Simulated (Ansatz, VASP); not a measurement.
**SiO2: VASP beside Ansatz**

The input INCAR:

```
SYSTEM = SiO2
ALGO = Normal
EDIFF = 1E-6
ENCUT = 520
GGA = PE
ISIF = 2
ISMEAR = 0
LASPH = .TRUE.
LCHARG = .FALSE.
LREAL = .FALSE.
LWAVE = .FALSE.
NBANDS = 25
NELM = 60
PREC = Accurate
SIGMA = 0.05
```

File KPOINTS:

```
k-points
0
G
  6 6 8
  0 0 0
```

POSCAR

```
SiO2
1.0
    4.1723000000      0.0000000000      0.0000000000
    0.0000000000      4.1723000000      0.0000000000
    0.0000000000      0.0000000000      2.6091000000
Si O
2 4
Direct
    0.5000000000      0.5000000000      0.5000000000
    0.0000000000      0.0000000000      0.0000000000
    0.6930127928      0.6930127928      0.0000000000
    0.1930127928      0.8069872072      0.5000000000
    0.3069872072      0.3069872072      0.0000000000
    0.8069872072      0.1930127928      0.5000000000
```

Input for Ansatz:

```yaml
crystal:
  lattice:
    - [4.1723, 0.0, 0.0]
    - [0.0, 4.1723, 0.0]
    - [0.0, 0.0, 2.6091]
  atoms:
    - { symbol: Si, position: [0.5, 0.5, 0.5] }
    - { symbol: Si, position: [0.0, 0.0, 0.0] }
    - { symbol: O, position: [0.6930127928, 0.6930127928, 0.0] }
    - { symbol: O, position: [0.1930127928, 0.8069872072, 0.5] }
    - { symbol: O, position: [0.3069872072, 0.3069872072, 0.0] }
    - { symbol: O, position: [0.8069872072, 0.1930127928, 0.5] }
basis:
  ecutwfc: 520.0
kpoints:
  mp_grid: { grid: [6, 6, 8] }
hamiltonian:
  xc: pbe
  pseudopotentials: { kind: paw, azcp: { folder: soft_1 } }
scf:
  occupations: { method: gaussian, width: 0.05 }
output:
  forces: true
  stress: true
  eigenvalues: true
```

Alike in both runs: task single point; functional PBE; k mesh 6 × 6 × 8; occupations gaussian, width 0.05 eV; no spin polarisation.

|  | VASP | Ansatz |
| --- | --- | --- |
| version | VASP 6.6.1 | Ansatz 0.2.0 |
| potentials or method | VASP PAW PBE potentials, release 64 (Si, O), cutoff 520 eV | scalar-relativistic, plane waves, PAW |
| valence electrons in the cell | 32 | 32 |

Ansatz gave:

| Item | Value |
| --- | --- |
| gap on the k mesh at the Fermi level (eV) | 6.20 |
| least direct gap on the mesh (eV) | 6.20 |
| pressure (GPa) | 21.6 |
| traceless stress, the component that is largest in VASP (GPa) | 8.63 |
| rms of the force components (eV/Å) | 0.180 |

Task: Estimate VASP's values.

Result: gap on the k mesh at the Fermi level (eV): 6.18; least direct gap on the mesh (eV): 6.18; pressure (GPa): 21.9; traceless stress, the component that is largest in VASP (GPa): 9.26; rms of the force components (eV/Å): 0.193.

Atom by atom the forces differ by 0.013 eV/Å (rms over components).
